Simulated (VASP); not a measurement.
# Hg (I4/mmm) in VASP: settings compared

Aim: see how the results for Hg move with the level of theory and the settings. Levels: PBE+D3(BJ)+U, RPBE, PBE. Tasks: single point.

Everything below comes from runs of VASP 6.6.1. Logs are shortened: lines on timing, memory, paths and dates and some standing lists are left out, and cuts for length are marked.

## Step 1: The cell of the first run

Symmetry: I4/mmm, No. 139, tetragonal system. Conventional cell: a = 4.286 Å, b = 4.286 Å, c = 3.732 Å, α = 90.00°, β = 90.00°, γ = 90.00°. Hg (site symmetry 4/mmm) has 14 Hg at 3.56 to 4.29 Å within 4.7 Å.

## Step 2: Single point, PBE+D3(BJ)+U

INCAR

```
ALGO = Fast ; EDIFF = 1E-7
ENCUT = 520 ; GGA = PE
ISIF = 2 ; ISMEAR = 0
IVDW = 12 ; LASPH = True
LCHARG = False ; LDAU = True
LDAUJ = 0.55 ; LDAUL = 2
LDAUPRINT = 1 ; LDAUTYPE = 1
LDAUU = 6.2 ; LREAL = False
LWAVE = False ; NBANDS = 12
NELM = 150 ; PREC = Accurate
SIGMA = 0.1
```

KPOINTS

```
k-points
0
Gamma
  4 4 4
```

POSCAR

```
Hg
1.0
   -2.1429597306      2.1429597306      1.8660557803
    2.1429597306     -2.1429597306      1.8660557803
    2.1429597306      2.1429597306     -1.8660557803
Hg
1
Direct
    0.0000000000      0.0000000000      0.0000000000
```

Potentials or basis: VASP PAW PBE potentials, release 64 (Hg).

Run with:

```console
$ cat potpaw_PBE.64/Hg/POTCAR > POTCAR
$ mpirun -np 1 vasp_std > vasp.out
```

OUTCAR:

```text
EDIFF = 1E-7
   ENCUT = 520
   GGA = PE
   ISIF = 2
   ISMEAR = 0
   IVDW = 12
   LASPH = True
   LREAL = False
   NELM = 150
   PREC = Accurate
 IVDW          = 12

 ion  position               nearest neighbor table
   1  0.000  0.000  0.000-

  LATTYP: Found a body centered tetragonal cell.
 ALAT       =     4.2859194612
 C/A-ratio  =     0.8707843426

  Lattice vectors:

 A1 = (  -2.1429597306,   2.1429597306,   1.8660557803)
 A2 = (   2.1429597306,  -2.1429597306,   1.8660557803)
 A3 = (   2.1429597306,   2.1429597306,  -1.8660557803)

Analysis of symmetry for initial positions (statically):
=====================================================================
 Subroutine PRICEL returns:
 Original cell was already a primitive cell.

 Routine SETGRP: Setting up the symmetry group for a
 body centered tetragonal supercell.

 Subroutine GETGRP returns: Found 16 space group operations
 (whereof 16 operations were pure point group operations)
 out of a pool of 16 trial point group operations.

The static configuration has the point symmetry D_4h.

Analysis of symmetry for dynamics (positions and initial velocities):
=====================================================================
 Subroutine PRICEL returns:
 Original cell was already a primitive cell.

 Routine SETGRP: Setting up the symmetry group for a
 body centered tetragonal supercell.

 Subroutine GETGRP returns: Found 16 space group operations
 (whereof 16 operations were pure point group operations)
 out of a pool of 16 trial point group operations.

The dynamic configuration has the point symmetry D_4h.

 Subroutine INISYM returns: Found 16 space group operations
 (whereof 16 operations are pure point group operations),
 and found     1 'primitive' translations

----------------------------------------------------------------------------------------

                                     Primitive cell

  volume of cell :      34.2778

  direct lattice vectors                    reciprocal lattice vectors
    -2.142959731  2.142959731  1.866055780     0.000000000  0.233322163  0.267944831
     2.142959731 -2.142959731  1.866055780     0.233322163  0.000000000  0.267944831
     2.142959731  2.142959731 -1.866055780     0.233322163  0.233322163  0.000000000

  length of vectors
     3.559033154  3.559033154  3.559033154     0.355293772  0.355293772  0.329967368

  position of ions in fractional coordinates (direct lattice)
     0.000000000  0.000000000  0.000000000

  ion indices of the primitive-cell ions
   primitive index   ion index
                 1           1

----------------------------------------------------------------------------------------

 KPOINTS: k-points

Automatic generation of k-mesh.
 Grid dimensions read from file:
 generate k-points for:    4    4    4

 Generating k-lattice:

  Cartesian coordinates                     Fractional coordinates (reciprocal lattice)
     0.000000000  0.058330541  0.066986208     0.250000000  0.000000000  0.000000000
     0.058330541  0.000000000  0.066986208     0.000000000  0.250000000  0.000000000
     0.058330541  0.058330541  0.000000000     0.000000000  0.000000000  0.250000000

  Length of vectors
     0.088823443  0.088823443  0.082491842

  Shift w.r.t. Gamma in fractional coordinates (k-lattice)
     0.000000000  0.000000000  0.000000000

 Subroutine IBZKPT returns following result:
 ===========================================

 Found     13 irreducible k-points:

 Following reciprocal coordinates:
            Coordinates               Weight
  0.000000  0.000000  0.000000      1.000000
  0.250000  0.000000  0.000000      8.000000
  0.500000  0.000000  0.000000      4.000000
  0.250000  0.250000  0.000000      8.000000
  0.500000  0.250000 -0.000000     16.000000
[... 26 lines left out ...]
   EDIFF  = 0.1E-06   stopping-criterion for ELM
   LREAL  =      F    real-space projection
   EDIFFG = 0.1E-05   stopping-criterion for IOM
   NSW    =      0    number of steps for IOM
   IBRION =     -1    ionic relax: 0-MD 1-quasi-New 2-CG
   NFREE  =      0    steps in history (QN), initial steepest desc. (CG)
   ISIF   =      2    stress and relaxation
   ISYM   =      2    0-nonsym 1-usesym 2-fastsym
   POTIM  = 0.5000    time-step for ionic-motion
   TEBEG  =    0.0;   TEEND  =   0.0 temperature during run
   PSTRESS=    0.0 pullay stress
   NELECT =      12.0000    total number of electrons
   NUPDOWN=      -1.0000    fix difference up-down
   EMIN   =  10.00;   EMAX   =-10.00  energy-range for DOS
   EFERMI =   0.00;   METHOD = LEGACY
   ISMEAR =     0;   SIGMA  =   0.10  broadening in eV -4-tet -1-fermi 0-gaus
   EFERMI_NEDOS =   21; number of points for ismear=-14 and -15
   IALGO  =     68    algorithm
   IMIX   =      4    mixing-type and parameters
     AMIX     =   0.40;   BMIX     =  1.00
     AMIX_MAG =   1.60;   BMIX_MAG =  1.00
  volume/ion in A,a.u.               =      34.28       231.32
  Fermi-wavevector in a.u.,A,eV,Ry     =   1.153801  2.180368 18.112858  1.331258
  Thomas-Fermi vector in A             =   2.290443
   LORBIT       =      0    0 simple, 1 ext, 2 COOP (PROOUT), +10 PAW based schemes
 LDA+U is selected, type is set to LDAUTYPE =  1
   angular momentum for each species LDAUL =     2
   U (eV)           for each species LDAUU =   6.2
   J (eV)           for each species LDAUJ =   0.6
   GGA     = PE    functional components
   LHFCALC =     F    Hartree Fock is set to
   AEXX    =    0.0000 exact exchange contribution
   IVDW    =    12    specifies the selected vdW correction
   LEPSILON=     F    determine dielectric tensor
   LRPA    =     F    only Hartree local field effects (RPA)
 non-spin polarized calculation
 RMM-DIIS sequential band-by-band and
 Gauss-broadening in eV      SIGMA  =   0.10
  energy-cutoff  :      520.00
  volume of cell :       34.28
 maximum number of plane-waves:       940
 NGX is ok and might be reduce to    28
   NGX = 13   NGY = 13   NGZ = 13

atom =   1  type =  1  l = 2

 onsite density matrix

spin component  1

  0.9802  0.0000  0.0000  0.0000 -0.0000
  0.0000  0.9803 -0.0000  0.0000 -0.0000
  0.0000 -0.0000  0.9795 -0.0000  0.0000
  0.0000  0.0000 -0.0000  0.9803 -0.0000
 -0.0000 -0.0000  0.0000 -0.0000  0.9790

spin component  2

  0.9802  0.0000  0.0000  0.0000 -0.0000
  0.0000  0.9803 -0.0000  0.0000 -0.0000
  0.0000 -0.0000  0.9795 -0.0000  0.0000
  0.0000  0.0000 -0.0000  0.9803 -0.0000
 -0.0000 -0.0000  0.0000 -0.0000  0.9790

 occupancies and eigenvectors

  o =  0.9790  v =  0.0000  0.0000 -0.0000  0.0000 -1.0000  0.0000  0.0000  0.0000  0.0000  0.0000      0.0000  0.0000  0.0000  0.0000  0.0000  0.0000  0.0000  0.0000  0.0000  0.0000
  o =  0.9790  v =  0.0000  0.0000  0.0000  0.0000  0.0000  0.0000  0.0000 -0.0000  0.0000 -1.0000      0.0000  0.0000  0.0000  0.0000  0.0000  0.0000  0.0000  0.0000  0.0000  0.0000
  o =  0.9795  v =  0.0000  0.0000  1.0000  0.0000 -0.0000  0.0000  0.0000  0.0000  0.0000  0.0000      0.0000  0.0000  0.0000  0.0000  0.0000  0.0000  0.0000  0.0000  0.0000  0.0000
  o =  0.9795  v =  0.0000  0.0000  0.0000  0.0000  0.0000  0.0000  0.0000  1.0000  0.0000 -0.0000      0.0000  0.0000  0.0000  0.0000  0.0000  0.0000  0.0000  0.0000  0.0000  0.0000
  o =  0.9802  v =  1.0000  0.0000  0.0000  0.0000  0.0000  0.0000  0.0000  0.0000  0.0000  0.0000      0.0000  0.0000  0.0000  0.0000  0.0000  0.0000  0.0000  0.0000  0.0000  0.0000
  o =  0.9802  v =  0.0000  0.0000  0.0000  0.0000  0.0000  1.0000  0.0000  0.0000  0.0000  0.0000      0.0000  0.0000  0.0000  0.0000  0.0000  0.0000  0.0000  0.0000  0.0000  0.0000
  o =  0.9803  v =  0.0000  0.0000  0.0000  0.0000  0.0000  0.0000  0.3850 -0.0000  0.9229  0.0000      0.0000  0.0000  0.0000  0.0000  0.0000  0.0000  0.0000  0.0000  0.0000  0.0000
  o =  0.9803  v =  0.0000  0.3850 -0.0000  0.9229  0.0000  0.0000  0.0000  0.0000  0.0000  0.0000      0.0000  0.0000  0.0000  0.0000  0.0000  0.0000  0.0000  0.0000  0.0000  0.0000
  o =  0.9803  v =  0.0000  0.0000  0.0000  0.0000  0.0000  0.0000  0.9229 -0.0000 -0.3850  0.0000      0.0000  0.0000  0.0000  0.0000  0.0000  0.0000  0.0000  0.0000  0.0000  0.0000
  o =  0.9803  v =  0.0000  0.9229 -0.0000 -0.3850  0.0000  0.0000  0.0000  0.0000  0.0000  0.0000      0.0000  0.0000  0.0000  0.0000  0.0000  0.0000  0.0000  0.0000  0.0000  0.0000

 number of electron      12.0000002 magnetization

 Free energy of the ion-electron system (eV)
  ---------------------------------------------------
  ext. energy  EPLUGINS =         0.00000000
  ---------------------------------------------------
  free energy    TOTEN  =         0.97737396 eV

  energy without entropy =        0.97913705  energy(sigma->0) =        0.97825551

 E-fermi :   0.1345     XC(G=0):  -8.7875

 val. band max:       -0.7063273499   @ k =  -0.2500   0.5000   0.2500
 cond. band min:       0.1344539416   @ k =   0.5000   0.5000   0.0000
 fundamental gap:      0.8407812914
 Fermi energy:         0.1344539396

 k-point     1 :       0.0000    0.0000    0.0000
  band No.  band energies     occupation
      1      -8.4099      2.00000
      2      -8.2472      2.00000
      3      -8.2472      2.00000
      4      -8.0874      2.00000
      5      -7.8968      2.00000
      6      -6.0538      2.00000
      7      11.4210      0.00000
      8      11.4210      0.00000
      9      13.2732      0.00000
     10      14.5160      0.00000
     11      14.5740      0.00000
     12      14.5781      0.00000
[... 166 lines left out ...]
 k-point    13 :       0.5000    0.5000    0.5000
  band No.  band energies     occupation
      1      -8.5378      2.00000
      2      -8.4760      2.00000
      3      -7.7875      2.00000
      4      -7.7875      2.00000
      5      -7.7297      2.00000
      6       1.0011      0.00000
      7       3.3753      0.00000
      8       3.3753      0.00000
      9       5.8987      0.00000
     10       7.3900      0.00000
     11       9.2092      0.00000
     12      20.7862      0.00000

------------------------ aborting loop because EDIFF is reached ----------------------------------------

 Edisp (eV)   -0.30806

 E8    (eV) :    -0.1414

  FORCE on cell =-STRESS in cart. coord.  units (eV):
  Direction    XX          YY          ZZ          XY          YZ          ZX
  --------------------------------------------------------------------------------------
  -------------------------------------------------------------------------------------
  Total      -0.38408    -0.38408    -0.46930     0.00000    -0.00000     0.00000
  in kB     -17.95241   -17.95241   -21.93535     0.00000    -0.00000     0.00000
  external pressure =      -19.28 kB  Pullay stress =        0.00 kB

 VOLUME and BASIS-vectors are now :
 -----------------------------------------------------------------------------
  energy-cutoff  :      520.00
  volume of cell :       34.28
      direct lattice vectors                 reciprocal lattice vectors
    -2.142959731  2.142959731  1.866055780     0.000000000  0.233322163  0.267944831
     2.142959731 -2.142959731  1.866055780     0.233322163  0.000000000  0.267944831
     2.142959731  2.142959731 -1.866055780     0.233322163  0.233322163  0.000000000

 POSITION                                       TOTAL-FORCE (eV/Angst)
 -----------------------------------------------------------------------------------
      0.00000      0.00000      0.00000        -0.000000      0.000000     -0.000000
 -----------------------------------------------------------------------------------
    total drift:                               -0.000000     -0.000000     -0.000000

  FREE ENERGIE OF THE ION-ELECTRON SYSTEM (eV)
  ---------------------------------------------------
  free  energy   TOTEN  =         0.6693134636 eV

  energy  without entropy=        0.6710765563  energy(sigma->0) =        0.67019501
```

Run time: 12 s. Hardware: 1 thread of Intel Xeon 8259CL, shared host; peak memory 0.16 GiB.

What came out:

| Property | Result |
| --- | --- |
| Free energy | 0.6693 eV |
| Pressure | -1.9 GPa |
| Band gap on the k mesh | zero (bands 6 and 7 overlap by 0.87 eV) |
| Dispersion energy per atom | -0.308 eV |

Levels at points of the mesh, in eV from the Fermi level:
```csv
k point,band 3,band 4,band 5,band 6,band 7,band 8,band 9,band 10
"(0.00, 0.00, 0.00)",-8.38,-8.22,-8.03,-6.19,11.29,11.29,13.14,14.38
"(0.50, 0.00, 0.00)",-8.13,-7.97,-7.85,-1.52,0.40,7.45,8.44,10.48
"(0.50, 0.50, 0.00)",-8.24,-8.13,-7.87,-2.32,0.00,9.23,10.64,12.57
"(0.50, 0.50, 0.50)",-7.92,-7.92,-7.86,0.87,3.24,3.24,5.76,7.26
```

Eigenvalues of the final occupation matrices:
| site | spin | trace | eigenvalues |
| --- | --- | --- | --- |
| site 1 d | 1 | 4.90 | 0.98 0.98 0.98 0.98 0.98 |
| site 1 d | 2 | 4.90 | 0.98 0.98 0.98 0.98 0.98 |

Caveat: the k points lie up to 0.56 Å⁻¹ apart, too coarse for converged energies and pressures of a metal; three body term missing; spin-orbit coupling is left out, which moves the levels of the heavy elements; U without spin polarisation on a metal has little footing; the U is typed as a test and isn't derived for this compound.

## Step 3: Single point, RPBE

This run uses another cell than the first one, of 29.71 Å³/atom.

INCAR

```
ALGO = Normal ; EDIFF = 1E-7
ENCUT = 520 ; GGA = RP
ISIF = 2 ; ISMEAR = 0
LASPH = T ; LCHARG = T
LELF = T ; LREAL = F
LVHAR = T ; LWAVE = F
NBANDS = 12 ; NELM = 60
PREC = Accurate ; SIGMA = 0.1
```

KPOINTS

```
k-points
0
Gamma
  6 6 6
```

POSCAR

```
Hg
1.0
   -2.0431395992      2.0431395992      1.7791339728
    2.0431395992     -2.0431395992      1.7791339728
    2.0431395992      2.0431395992     -1.7791339728
Hg
1
Direct
    0.0000000000      0.0000000000      0.0000000000
```

Potentials or basis: VASP PAW PBE potentials, release 64 (Hg).

Run with:

```console
$ cat potpaw_PBE.64/Hg/POTCAR > POTCAR
$ mpirun -np 1 vasp_std > vasp.out
```

It took 21 s on 1 thread of Intel Xeon 8259CL, shared host; peak memory 0.16 GiB.

Results (log left out):

| Quantity | Value |
| --- | --- |
| Free energy | 0.1847 eV |
| Pressure | 1.9 GPa |
| Band gap on the k mesh | zero (bands 6 and 7 overlap by 2.02 eV) |

Stress tensor (GPa, compression positive):
```
1.54 0.00 0.00
0.00 1.54 0.00
0.00 0.00 2.74
```

Levels at points of the mesh, in eV from the Fermi level:
| k point | band 4 | band 5 | band 6 | band 7 | band 8 | band 9 |
| --- | --- | --- | --- | --- | --- | --- |
| (0.00, 0.00, 0.00) | -6.18 | -5.95 | -5.65 | 12.31 | 12.31 | 14.81 |
| (0.50, 0.00, 0.00) | -5.54 | -5.36 | -1.16 | -0.06 | 7.97 | 8.93 |
| (0.50, 0.50, 0.00) | -5.81 | -5.38 | -2.01 | -0.51 | 10.04 | 11.31 |
| (0.50, 0.50, 0.50) | -5.46 | -5.39 | 1.51 | 3.16 | 3.16 | 6.01 |

Caveat: the k points lie up to 0.39 Å⁻¹ apart, too coarse for converged energies and pressures of a metal; the PAW data sets were made with another functional, which shifts forces and pressure a little; spin-orbit coupling is left out, which moves the levels of the heavy elements.

## Step 4: Single point, PBE

This run uses another cell than the first one, of 29.86 Å³/atom.

INCAR

```
SYSTEM = Hg
PREC     = Accurate       ! precision mode
ENCUT    = 520            ! plane-wave cutoff, eV
EDIFF    = 1E-6           ! SCF threshold, eV
ISMEAR   = 0              ! smearing method
SIGMA    = 0.1            ! smearing width, eV
LREAL    = .FALSE.        ! projectors in reciprocal space
LASPH    = .TRUE.         ! aspherical terms in the spheres
NELM     = 60             ! most SCF steps
ALGO     = Normal         ! electronic algorithm
ISIF     = 2              ! what is computed and relaxed
LWAVE    = .FALSE.        ! write WAVECAR
LCHARG   = .TRUE.         ! write CHGCAR
GGA      = PE             ! functional
LELF     = .TRUE.         ! ELF
LVHAR    = .TRUE.       
NBANDS   = 12             ! bands
```

KPOINTS

```
regular mesh
0
G
  6 6 6
  0 0 0
```

POSCAR

```
Hg
1.0
   -2.0466732271      2.0466732271      1.7822110006
    2.0466732271     -2.0466732271      1.7822110006
    2.0466732271      2.0466732271     -1.7822110006
Hg
1
Direct
    0.0000000000      0.0000000000      0.0000000000
```

Run with:

```console
$ cat potpaw_PBE.64/Hg/POTCAR > POTCAR
$ mpirun -np 1 vasp_std > vasp.out
```

It took 17 s on 1 thread of Intel Xeon 8259CL, shared host; peak memory 0.16 GiB.

The run converged. Its results:

* Free energy: -0.1803 eV
* Pressure: -0.3 GPa
* Band gap on the k mesh: zero (bands 6 and 7 overlap by 2.02 eV)

Stress tensor (GPa, compression positive):
```
-0.70  0.00  0.00
 0.00 -0.70  0.00
 0.00  0.00  0.40
```

Levels at points of the mesh, in eV from the Fermi level:
```
           k point  band 4  band 5  band 6  band 7  band 8  band 9
(0.00, 0.00, 0.00)   -6.10   -5.86   -5.57   12.26   12.26   14.75
(0.50, 0.00, 0.00)   -5.46   -5.28   -1.15   -0.06    7.94    8.88
(0.50, 0.50, 0.00)   -5.72   -5.30   -1.99   -0.52   10.00   11.26
(0.50, 0.50, 0.50)   -5.38   -5.30    1.50    3.14    3.14    5.99
```

Caveat: the k points lie up to 0.39 Å⁻¹ apart, too coarse for converged energies and pressures of a metal; spin-orbit coupling is left out, which moves the levels of the heavy elements.

## Step 5: Summary

| level | U | cell | k mesh | LDAUTYPE | hund's J | gap on the mesh (eV) | pressure (GPa) |
| --- | --- | --- | --- | --- | --- | --- | --- |
| PBE+D3(BJ)+U | Hg d U = 6.2 eV, J = 0.55 eV | a = 3.559 Å, angles 106.0, 106.0, 116.8°, 1 atom | 4 × 4 × 4 | 1 | 0.55 | none | -1.9 |
| RPBE | - | a = 3.393 Å, angles 106.0, 106.0, 116.8°, 1 atom | 6 × 6 × 6 | - | - | none | 1.9 |
| PBE | - | a = 3.399 Å, angles 106.0, 106.0, 116.8°, 1 atom | 6 × 6 × 6 | - | - | none | -0.3 |

Alike in all rows: task single point; potentials or basis VASP PAW PBE potentials, release 64 (Hg); no spin polarisation; cutoff (eV) 520; smearing gaussian 0.1 eV.

Caveats: all runs use coarse meshes; spin-orbit coupling is left out, which moves the levels of the heavy elements; three body term missing (at least some runs); U without spin polarisation on a metal has little footing (at least some runs); the U is typed as a test and isn't derived for this compound (at least some runs); the PAW data sets were made with another functional, which shifts forces and pressure a little (at least some runs).

Absolute energies hang on the potentials; compare differences alone.
